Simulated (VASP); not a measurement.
# TaN (P-6m2) in VASP: further runs

Runs on TaN. Level: LDA. Tasks: single point.

Program: VASP 6.6.1. These are calculated values, not measurements. Logs are shortened: lines on timing, memory, paths and dates and some standing lists are left out, and cuts for length are marked.

### Step 1. The cell of the first run

Symmetry: P-6m2, No. 187, hexagonal system. Conventional cell: a = 2.938 Å, b = 2.938 Å, c = 2.883 Å, α = 90.00°, β = 90.00°, γ = 120.00°. Ta (site symmetry -6m2) has 6 N at 2.23 Å and 8 Ta at 2.88 to 2.94 Å within 3.0 Å. N (site symmetry -6m2) has 6 Ta at 2.23 Å and 8 N at 2.88 to 2.94 Å within 3.0 Å.

### Step 2. Single point, LDA

The input, INCAR:

```
SYSTEM = TaN
PREC     = Accurate       ! precision mode
ENCUT    = 700            ! plane-wave cutoff, eV
EDIFF    = 1E-6           ! SCF threshold, eV
ISMEAR   = -1             ! smearing method
SIGMA    = 0.1            ! smearing width, eV
LREAL    = .False.        ! projectors in reciprocal space
LASPH    = .True.         ! aspherical terms in the spheres
NELM     = 120            ! most SCF steps
ALGO     = Normal         ! electronic algorithm
ISIF     = 2              ! what is computed and relaxed
LWAVE    = .False.        ! write WAVECAR
LCHARG   = .True.         ! write CHGCAR
GGA      = CA             ! functional
LELF     = .True.         ! ELF
LVHAR    = .True.       
NBANDS   = 16             ! bands
GGA_COMPAT= .False.
```

The input, KPOINTS:

```
Automatic mesh
0
Gamma
  6 6 5
  0 0 0
```

The input, POSCAR:

```
TaN
1.0
    2.9380000000      0.0000000000      0.0000000000
   -1.4690000000      2.5443826400      0.0000000000
    0.0000000000      0.0000000000      2.8830000000
Ta N
1 1
Direct
    0.3333333333      0.6666666667      0.5000000000
    0.0000000000      0.0000000000      0.0000000000
```

Potentials or basis: VASP PAW LDA potentials, release 64 (Ta_sv_GW, N).

The run is started by

```sh
cat potpaw_LDA.64/Ta_sv_GW/POTCAR potpaw_LDA.64/N/POTCAR > POTCAR
mpirun -np 1 vasp_std > vasp.out
```

OUTCAR:

```text
SYSTEM = TaN
   PREC = Accurate
   ENCUT = 700
   EDIFF = 1E-6
   ISMEAR = -1
   LREAL = .False.
   LASPH = .True.
   NELM = 120
   ISIF = 2
   GGA = CA

 ion  position               nearest neighbor table
   1  0.333  0.667  0.500-   2 2.23   2 2.23   2 2.23   2 2.23   2 2.23   2 2.23
   2  0.000  0.000  0.000-   1 2.23   1 2.23   1 2.23   1 2.23   1 2.23   1 2.23

  LATTYP: Found a hexagonal cell.
 ALAT       =     2.9380000000
 C/A-ratio  =     0.9812797822

  Lattice vectors:

 A1 = (   2.9380000000,   0.0000000000,   0.0000000000)
 A2 = (  -1.4690000000,   2.5443826400,   0.0000000000)
 A3 = (   0.0000000000,   0.0000000000,   2.8830000000)

Analysis of symmetry for initial positions (statically):
=====================================================================
 Subroutine PRICEL returns:
 Original cell was already a primitive cell.

 Routine SETGRP: Setting up the symmetry group for a
 hexagonal supercell.

 Subroutine GETGRP returns: Found 12 space group operations
 (whereof 12 operations were pure point group operations)
 out of a pool of 24 trial point group operations.

The static configuration has the point symmetry D_3h.

Analysis of symmetry for dynamics (positions and initial velocities):
=====================================================================
 Subroutine PRICEL returns:
 Original cell was already a primitive cell.

 Routine SETGRP: Setting up the symmetry group for a
 hexagonal supercell.

 Subroutine GETGRP returns: Found 12 space group operations
 (whereof 12 operations were pure point group operations)
 out of a pool of 24 trial point group operations.

The dynamic configuration has the point symmetry D_3h.

 Subroutine INISYM returns: Found 12 space group operations
 (whereof 12 operations are pure point group operations),
 and found     1 'primitive' translations

----------------------------------------------------------------------------------------

                                     Primitive cell

  volume of cell :      21.5516

  direct lattice vectors                    reciprocal lattice vectors
     2.938000000  0.000000000  0.000000000     0.340367597  0.196511323  0.000000000
    -1.469000000  2.544382640  0.000000000     0.000000000  0.393022647  0.000000000
     0.000000000  0.000000000  2.883000000     0.000000000  0.000000000  0.346860909

  length of vectors
     2.938000000  2.938000003  2.883000000     0.393022647  0.393022647  0.346860909

  position of ions in fractional coordinates (direct lattice)
     0.333333333  0.666666667  0.500000000
     0.000000000  0.000000000  0.000000000

  ion indices of the primitive-cell ions
   primitive index   ion index
                 1           1
                 2           2

----------------------------------------------------------------------------------------

 KPOINTS: Automatic mesh

Automatic generation of k-mesh.
 Grid dimensions read from file:
 generate k-points for:    6    6    5

 Generating k-lattice:

  Cartesian coordinates                     Fractional coordinates (reciprocal lattice)
     0.056727933  0.032751887  0.000000000     0.166666667  0.000000000  0.000000000
     0.000000000  0.065503774  0.000000000     0.000000000  0.166666667  0.000000000
     0.000000000  0.000000000  0.069372182     0.000000000  0.000000000  0.200000000

  Length of vectors
     0.065503775  0.065503774  0.069372182

  Shift w.r.t. Gamma in fractional coordinates (k-lattice)
     0.000000000  0.000000000  0.000000000

 Subroutine IBZKPT returns following result:
 ===========================================

 Found     21 irreducible k-points:

 Following reciprocal coordinates:
            Coordinates               Weight
  0.000000  0.000000  0.000000      1.000000
  0.166667  0.000000  0.000000      6.000000
  0.333333  0.000000  0.000000      6.000000
  0.500000  0.000000  0.000000      3.000000
  0.166667  0.166667  0.000000      6.000000
  0.333333  0.166667  0.000000     12.000000
[... 13 lines left out ...]
  0.333333  0.166667  0.400000     24.000000
  0.333333  0.333333  0.400000      4.000000
   k-points           NKPTS =     21   k-points in BZ     NKDIM =     21   number of bands    NBANDS=     16
   number of dos      NEDOS =    301   number of ions     NIONS =      2
   total plane-waves  NPLWV =  21952
   dimension x,y,z NGX =    28 NGY =   28 NGZ =   28
   dimension x,y,z NGXF=    56 NGYF=   56 NGZF=   56
   ions per type =               1   1
   NGX,Y,Z   is equivalent  to a cutoff of  15.84, 15.84, 16.15 a.u.
   NGXF,Y,Z  is equivalent  to a cutoff of  31.69, 31.69, 32.29 a.u.
 SYSTEM =  TaN
   PREC   = accura    normal or accurate (medium, high low for compatibility)
   ISTART =      0    job   : 0-new  1-cont  2-samecut
   ICHARG =      2    charge: 1-file 2-atom 10-const
   ISPIN  =      1    spin polarized calculation?
   LNONCOLLINEAR =      F non collinear calculations
   LSORBIT =      F    spin-orbit coupling
   LASPH  =      T    aspherical Exc in radial PAW
   ENCUT  =  700.0 eV  51.45 Ry    7.17 a.u.   6.34  6.34  6.22*2*pi/ulx,y,z
   NELM   =    120;   NELMIN=  2; NELMDL= -5     # of ELM steps
   EDIFF  = 0.1E-05   stopping-criterion for ELM
   LREAL  =      F    real-space projection
   EDIFFG = 0.1E-04   stopping-criterion for IOM
   NSW    =      0    number of steps for IOM
   IBRION =     -1    ionic relax: 0-MD 1-quasi-New 2-CG
   NFREE  =      0    steps in history (QN), initial steepest desc. (CG)
   ISIF   =      2    stress and relaxation
   ISYM   =      2    0-nonsym 1-usesym 2-fastsym
   POTIM  = 0.5000    time-step for ionic-motion
   TEBEG  =    0.0;   TEEND  =   0.0 temperature during run
   PSTRESS=    0.0 pullay stress
   NELECT =      18.0000    total number of electrons
   NUPDOWN=      -1.0000    fix difference up-down
   EMIN   =  10.00;   EMAX   =-10.00  energy-range for DOS
   EFERMI =   0.00;   METHOD = LEGACY
   ISMEAR =    -1;   SIGMA  =   0.10  broadening in eV -4-tet -1-fermi 0-gaus
   EFERMI_NEDOS =   21; number of points for ismear=-14 and -15
   IALGO  =     38    algorithm
   IMIX   =      4    mixing-type and parameters
     AMIX     =   0.40;   BMIX     =  1.00
     AMIX_MAG =   1.60;   BMIX_MAG =  1.00
  volume/ion in A,a.u.               =      10.78        72.72
  Fermi-wavevector in a.u.,A,eV,Ry     =   1.541722  2.913432 32.339776  2.376906
  Thomas-Fermi vector in A             =   2.647628
   LORBIT       =      0    0 simple, 1 ext, 2 COOP (PROOUT), +10 PAW based schemes
   GGA     = CA    functional components
   LHFCALC =     F    Hartree Fock is set to
   AEXX    =    0.0000 exact exchange contribution
   IVDW    =     0    specifies the selected vdW correction
   LEPSILON=     F    determine dielectric tensor
   LRPA    =     F    only Hartree local field effects (RPA)
 non-spin polarized calculation
  energy-cutoff  :      700.00
  volume of cell :       21.55
 maximum number of plane-waves:       930
 NGX is ok and might be reduce to    28
   NGX = 13   NGY = 13   NGZ = 13

 number of electron      17.9999999 magnetization

 Free energy of the ion-electron system (eV)
  ---------------------------------------------------
  ext. energy  EPLUGINS =         0.00000000
  ---------------------------------------------------
  free energy    TOTEN  =       -27.21858790 eV

  energy without entropy =      -27.21433092  energy(sigma->0) =      -27.21645941

 E-fermi :  12.2400     XC(G=0): -13.9760

 val. band max:       12.0993090651   @ k =   0.0000   0.0000   0.4000
 cond. band min:      12.2727125902   @ k =   0.3333   0.3333   0.0000
 fundamental gap:      0.1734035250
 Fermi energy:        12.2400231076

 k-point     1 :       0.0000    0.0000    0.0000
  band No.  band energies     occupation
      1     -55.9728      2.00000
      2     -22.4889      2.00000
      3     -22.2279      2.00000
      4     -22.2279      2.00000
      5      -5.3856      2.00000
      6       7.5854      2.00000
[... 8 lines left out ...]
     15      25.0877      0.00000
     16      28.2776      0.00000

 k-point     2 :       0.1667    0.0000    0.0000
  band No.  band energies     occupation
      1     -55.9533      2.00000
      2     -22.5077      2.00000
      3     -22.4526      2.00000
      4     -22.2884      2.00000
      5      -4.8398      2.00000
      6       6.2777      2.00000
[... 8 lines left out ...]
     15      25.0571      0.00000
     16      29.3300      0.00000

 k-point     3 :       0.3333    0.0000    0.0000
  band No.  band energies     occupation
      1     -55.9141      2.00000
      2     -23.0322      2.00000
      3     -22.4071      2.00000
      4     -22.3793      2.00000
      5      -3.6882      2.00000
      6       4.5763      2.00000
[... 8 lines left out ...]
     15      25.5015      0.00000
     16      28.3114      0.00000

 k-point     4 :       0.5000    0.0000    0.0000
  band No.  band energies     occupation
      1     -55.8944      2.00000
      2     -23.2794      2.00000
      3     -22.4653      2.00000
      4     -22.3423      2.00000
      5      -3.0553      2.00000
      6       3.8983      2.00000
[... 8 lines left out ...]
     15      23.3591      0.00000
     16      27.9294      0.00000
[... 267 lines left out ...]
 k-point    19 :       0.1667    0.1667    0.4000
  band No.  band energies     occupation
      1     -55.8783      2.00000
      2     -23.1869      2.00000
      3     -22.7273      2.00000
      4     -22.3429      2.00000
      5      -3.1768      2.00000
      6       4.7693      2.00000
[... 8 lines left out ...]
     15      25.2053      0.00000
     16      26.7721      0.00000

 k-point    20 :       0.3333    0.1667    0.4000
  band No.  band energies     occupation
      1     -55.8496      2.00000
      2     -23.0891      2.00000
      3     -23.0024      2.00000
      4     -22.5070      2.00000
      5      -3.2713      2.00000
      6       4.7060      2.00000
[... 8 lines left out ...]
     15      23.9605      0.00000
     16      25.9046      0.00000

 k-point    21 :       0.3333    0.3333    0.4000
  band No.  band energies     occupation
      1     -55.8400      2.00000
      2     -23.0553      2.00000
      3     -22.8697      2.00000
      4     -22.7955      2.00000
      5      -3.2494      2.00000
      6       4.1099      2.00000
[... 8 lines left out ...]
     15      24.0895      0.00000
     16      25.3998      0.00000

------------------------ aborting loop because EDIFF is reached ----------------------------------------

  FORCE on cell =-STRESS in cart. coord.  units (eV):
  Direction    XX          YY          ZZ          XY          YZ          ZX
  --------------------------------------------------------------------------------------
  -------------------------------------------------------------------------------------
  Total       -1.3776822     -1.3776822     -1.5350196      0.0000000     -0.0000000      0.0000000
  in kB     -102.4190595   -102.4190598   -114.1157680      0.0000000     -0.0000000      0.0000000
  external PRESSURE =    -106.3179625 kB  Pullay stress =       0.0000000 kB

 VOLUME and BASIS-vectors are now :
 -----------------------------------------------------------------------------
  energy-cutoff  :      700.00
  volume of cell :       21.55
      direct lattice vectors                 reciprocal lattice vectors
     2.938000000  0.000000000  0.000000000     0.340367597  0.196511323  0.000000000
    -1.469000000  2.544382640  0.000000000     0.000000000  0.393022647  0.000000000
     0.000000000  0.000000000  2.883000000     0.000000000  0.000000000  0.346860909

 POSITION                                       TOTAL-FORCE (eV/Angst)
 -----------------------------------------------------------------------------------
     -0.00000      1.69626      1.44150         0.000000      0.000000      0.000000
      0.00000      0.00000      0.00000        -0.000000      0.000000      0.000000
 -----------------------------------------------------------------------------------
    total drift:                                0.000000     -0.000000     -0.000000

  FREE ENERGIE OF THE ION-ELECTRON SYSTEM (eV)
  ---------------------------------------------------
  free  energy   TOTEN  =       -27.2185878982 eV

  energy  without entropy=      -27.2143309188  energy(sigma->0) =      -27.21645941
```

Wall time 9.5 s (1 thread of AMD EPYC 7R13 (Zen 3), shared host); peak memory 0.13 GiB.

Results:

- Free energy: -27.2186 eV
- Pressure: -10.6 GPa
- Band gap on the k mesh: zero (bands 9 and 10 overlap by 0.17 eV)

Stress tensor (GPa, compression positive):
```
-10.24   0.00   0.00
  0.00 -10.24   0.00
  0.00   0.00 -11.41
```

Levels at points of the mesh, in eV from the Fermi level:
| k point | band 6 | band 7 | band 8 | band 9 | band 10 | band 11 | band 12 | band 13 |
| --- | --- | --- | --- | --- | --- | --- | --- | --- |
| (0.00, 0.00, 0.00) | -4.65 | -4.65 | -4.30 | -2.99 | 2.24 | 3.46 | 3.46 | 3.83 |
| (0.50, 0.00, 0.00) | -8.34 | -5.29 | -3.58 | -3.24 | 2.84 | 3.92 | 5.06 | 5.16 |

Caveat: the k points lie up to 0.44 Å⁻¹ apart; spin-orbit coupling is left out, which moves the levels of the heavy elements.

### Step 3. Single point, LDA

The input, INCAR:

```
SYSTEM = TaN
PREC = Accurate
ENCUT = 700
EDIFF = 1E-6
ISMEAR = -1
SIGMA = 0.1
LREAL = .False.
LASPH = .True.
NELM = 120
ALGO = Normal
ISIF = 2
LWAVE = .False.
LCHARG = .False.
NBANDS = 16
GGA_COMPAT = .False.
```

The input, KPOINTS:

```
regular mesh
0
Gamma
  8 8 7
  0 0 0
```

POSCAR is that of step 2.

Potentials or basis: VASP PAW LDA potentials, release 64 (Ta_sv_GW, N).

The run is started by

```sh
cat potpaw_LDA.64/Ta_sv_GW/POTCAR potpaw_LDA.64/N/POTCAR > POTCAR
mpirun -np 1 vasp_std > vasp.out
```

Wall time 36 s (1 thread of AMD EPYC 7R43 (Zen 3), shared host); peak memory 0.13 GiB.

Results (log left out):

```
Free energy            : -27.2104 eV
Pressure               : -10.6 GPa
Band gap on the k mesh : zero (bands 9 and 10 overlap by 0.31 eV)
```

Stress tensor (GPa, compression positive):
```
 -9.93   0.00   0.00
  0.00  -9.93   0.00
  0.00   0.00 -11.80
```

Levels at points of the mesh, in eV from the Fermi level:
```tsv
k point	band 5	band 6	band 7	band 8	band 9	band 10	band 11	band 12	band 13	band 14
(0.00, 0.00, 0.00)	-17.60	-4.63	-4.63	-4.27	-2.96	2.26	3.49	3.49	3.85	3.85
(0.50, 0.00, 0.00)	-15.27	-8.32	-5.27	-3.55	-3.21	2.86	3.94	5.08	5.19	7.44
```

Caveat: the cell stands under tension; spin-orbit coupling is left out, which moves the levels of the heavy elements.

### Step 4. Single point, LDA

The input, INCAR:

```
SYSTEM = TaN
  ALGO = Normal
  EDIFF = 1E-6
  ENCUT = 700
  GGA = CA
  GGA_COMPAT = .False.
  ISIF = 2
  ISMEAR = -1
  LASPH = .True.
  LCHARG = .False.
  LREAL = .False.
  LWAVE = .False.
  NBANDS = 16
  NELM = 120
  PREC = Accurate
  SIGMA = 0.1
```

The input, KPOINTS:

```
k-points
0
Gamma
  4 4 4
  0 0 0
```

POSCAR is that of step 3.

Potentials or basis: VASP PAW LDA potentials, release 64 (Ta_sv_GW, N).

The run is started by

```sh
cat potpaw_LDA.64/Ta_sv_GW/POTCAR potpaw_LDA.64/N/POTCAR > POTCAR
mpirun -np 1 vasp_std > vasp.out
```

OUTCAR:

```text
SYSTEM = TaN
   EDIFF = 1E-6
   ENCUT = 700
   GGA = CA
   ISIF = 2
   ISMEAR = -1
   LASPH = .True.
   LREAL = .False.
   NELM = 120
   PREC = Accurate

 ion  position               nearest neighbor table
   1  0.333  0.667  0.500-   2 2.23   2 2.23   2 2.23   2 2.23   2 2.23   2 2.23
   2  0.000  0.000  0.000-   1 2.23   1 2.23   1 2.23   1 2.23   1 2.23   1 2.23

  LATTYP: Found a hexagonal cell.
 ALAT       =     2.9380000000
 C/A-ratio  =     0.9812797822

  Lattice vectors:

[... 400 lines left out ...]
------------------------ aborting loop because EDIFF is reached ----------------------------------------

  FORCE on cell =-STRESS in cart. coord.  units (eV):
  Direction    XX          YY          ZZ          XY          YZ          ZX
  --------------------------------------------------------------------------------------
  -------------------------------------------------------------------------------------
  Total       -1.1938001     -1.1938001     -1.6577383      0.0000000     -0.0000000      0.0000000
  in kB      -88.7489728    -88.7489731   -123.2388685      0.0000000     -0.0000000      0.0000000
  external PRESSURE =    -100.2456048 kB  Pullay stress =       0.0000000 kB

 VOLUME and BASIS-vectors are now :
 -----------------------------------------------------------------------------
  energy-cutoff  :      700.00
  volume of cell :       21.55
      direct lattice vectors                 reciprocal lattice vectors
     2.938000000  0.000000000  0.000000000     0.340367597  0.196511323  0.000000000
    -1.469000000  2.544382640  0.000000000     0.000000000  0.393022647  0.000000000
     0.000000000  0.000000000  2.883000000     0.000000000  0.000000000  0.346860909

 POSITION                                       TOTAL-FORCE (eV/Angst)
 -----------------------------------------------------------------------------------
     -0.00000      1.69626      1.44150         0.000000      0.000000      0.000000
      0.00000      0.00000      0.00000        -0.000000      0.000000      0.000000
 -----------------------------------------------------------------------------------
    total drift:                                0.000000     -0.000000     -0.000000

  FREE ENERGIE OF THE ION-ELECTRON SYSTEM (eV)
  ---------------------------------------------------
  free  energy   TOTEN  =       -27.1454978175 eV

  energy  without entropy=      -27.1374480566  energy(sigma->0) =      -27.14147294
```

stdout:

```text
POSCAR found type information on POSCAR TaN
 POSCAR found :  2 types and       2 ions
 scaLAPACK will be used
 LDA part: xc-table for (Slater(with rela. corr.)+CA(PZ))
 , standard interpolation
 POSCAR, INCAR and KPOINTS ok, starting setup
 FFT: planning ... GRIDC
 FFT: planning ... GRID_SOFT
 FFT: planning ... GRID
 WAVECAR not read
 entering main loop
```

Run time: 7.7 s. Hardware: 1 thread of Intel Xeon Platinum 8259CL at 2.50GHz (Skylake/Cascade Lake), shared host; peak memory 0.15 GiB.

Results:

```yaml
Free_energy: -27.1455 eV
Pressure: -10.0 GPa
Band_gap_on_the_k_mesh: zero (filled and empty bands touch)
```

Stress tensor (GPa, compression positive):
```
 -8.87   0.00   0.00
  0.00  -8.87   0.00
  0.00   0.00 -12.32
```

Caveat: the k points lie up to 0.62 Å⁻¹ apart; spin-orbit coupling is left out, which moves the levels of the heavy elements.

### Step 5. Summary

| k mesh | gap on the mesh (eV) | pressure (GPa) |
| --- | --- | --- |
| 6 × 6 × 5 | none | -10.6 |
| 8 × 8 × 7 | none | -10.6 |
| 4 × 4 × 4 | none | -10.0 |

Alike in all rows: task single point; level LDA; potentials or basis VASP PAW LDA potentials, release 64 (Ta_sv_GW, N); no spin polarisation; cell as given; cutoff (eV) 700; smearing fermi-dirac 0.1 eV.

Caveats: some runs use coarse meshes; spin-orbit coupling is left out, which moves the levels of the heavy elements; the cell stands under tension (at least some runs).

Absolute energies hang on the potentials; compare differences alone.

The gap in the log of VASP goes by the Fermi energy; the results here count the filled bands.